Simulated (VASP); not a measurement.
Wanted: the native input for a VASP 6.6.1 run.

```yaml
Task: single point
Functional: r2SCAN
Potentials_or_basis: VASP PAW PBE potentials, release 64 (Ga_d, As)
Cutoff: 520 eV
k_mesh: 11 × 11 × 11
Occupations: fermi-dirac, width 0.08 eV
Spin: no spin polarisation
Dipole_correction: no
Further_INCAR_settings: ALGO = Normal; EDIFF = 1e-06; NBANDS = 16
```

GaAs (zincblende type):

```
Ga As
1.0
     0.00000    2.83309    2.83309
     2.83309    0.00000    2.83309
     2.83309    2.83309    0.00000
Ga As
1 1
Direct
  0.00000 0.00000 0.00000
  0.25000 0.25000 0.25000
```

These files were run (other wordings do the same):

POSCAR

```
GaAs
1.0
    0.0000000000      2.8330879405      2.8330879405
    2.8330879405      0.0000000000      2.8330879405
    2.8330879405      2.8330879405      0.0000000000
Ga As
1 1
Direct
    0.0000000000      0.0000000000      0.0000000000
    0.2500000000      0.2500000000      0.2500000000
```

INCAR.step1

```
SYSTEM = GaAs
PREC = Accurate
ENCUT = 520
ISMEAR = -1
SIGMA = 0.08
LREAL = .FALSE.
LASPH = .TRUE.
NELM = 100
NBANDS = 16
GGA = PE
ALGO = Normal
EDIFF = 1E-4
LWAVE = .TRUE.
LCHARG = .FALSE.
```

INCAR.step2

```
SYSTEM = GaAs
PREC = Accurate
ENCUT = 520
EDIFF = 1E-6
ISMEAR = -1
SIGMA = 0.08
LREAL = .FALSE.
LASPH = .TRUE.
NELM = 100
ALGO = Normal
ISIF = 2
LWAVE = .FALSE.
LCHARG = .FALSE.
METAGGA = R2SCAN
LMIXTAU = .TRUE.
NBANDS = 16
ISTART = 1
```

KPOINTS

```
regular mesh
0
G
  11 11 11
  0 0 0
```

Potentials or basis: VASP PAW PBE potentials, release 64 (Ga_d, As).

Run with:

```sh
$ cat potpaw_PBE.64/Ga_d/POTCAR potpaw_PBE.64/As/POTCAR > POTCAR
$ cp INCAR.step1 INCAR
$ mpirun -np 1 vasp_std > vasp.out
$ cp INCAR.step2 INCAR
$ mpirun -np 1 vasp_std > vasp.out
```

It gave:

| Property | Result |
| --- | --- |
| Pressure | 0.1 GPa |
| Band gap on the k mesh | 0.94 eV |

Caveat: the PAW data sets were made with another functional, which shifts forces and pressure a little; an odd mesh through Γ misses points on the zone boundary, where band edges can lie.

It took 3.7 min on 1 thread of Intel Xeon 8259CL, on a shared host, peak memory 0.2 GiB.
